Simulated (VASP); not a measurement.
Input of a VASP 6.6.1 run:

POSCAR

```
InAs
1.0
    0.0000000000      3.0550060250      3.0550060250
    3.0550060250      0.0000000000      3.0550060250
    3.0550060250      3.0550060250      0.0000000000
In As
1 1
Direct
    0.0000000000      0.0000000000      0.0000000000
    0.2500000000      0.2500000000      0.2500000000
```

The input INCAR.step1:

```
SYSTEM = InAs
PREC = Accurate
ENCUT = 520
ISMEAR = -1
SIGMA = 0.1
LREAL = .FALSE.
LASPH = .TRUE.
NELM = 100
NBANDS = 16
GGA = PE
ALGO = Normal
EDIFF = 1E-4
LWAVE = .TRUE.
LCHARG = .FALSE.
```

INCAR.step2

```
SYSTEM = InAs
PREC = Accurate
ENCUT = 520
EDIFF = 1E-6
ISMEAR = -1
SIGMA = 0.1
LREAL = .FALSE.
LASPH = .TRUE.
NELM = 100
ALGO = Normal
ISIF = 2
LWAVE = .FALSE.
LCHARG = .FALSE.
METAGGA = R2SCAN
LMIXTAU = .TRUE.
NBANDS = 16
ISTART = 1
```

The input KPOINTS:

```
regular mesh
0
G
  11 11 11
  0 0 0
```

Potentials or basis: VASP PAW PBE potentials, release 64 (In_d, As).

Run with:

```console
$ cat potpaw_PBE.64/In_d/POTCAR potpaw_PBE.64/As/POTCAR > POTCAR
$ cp INCAR.step1 INCAR
$ mpirun -np 1 vasp_std > vasp.out
$ cp INCAR.step2 INCAR
$ mpirun -np 1 vasp_std > vasp.out
```

Q: What does it give for the pressure?

A: 0.0 GPa.

Caveat: the PAW data sets were made with another functional, which shifts forces and pressure a little.
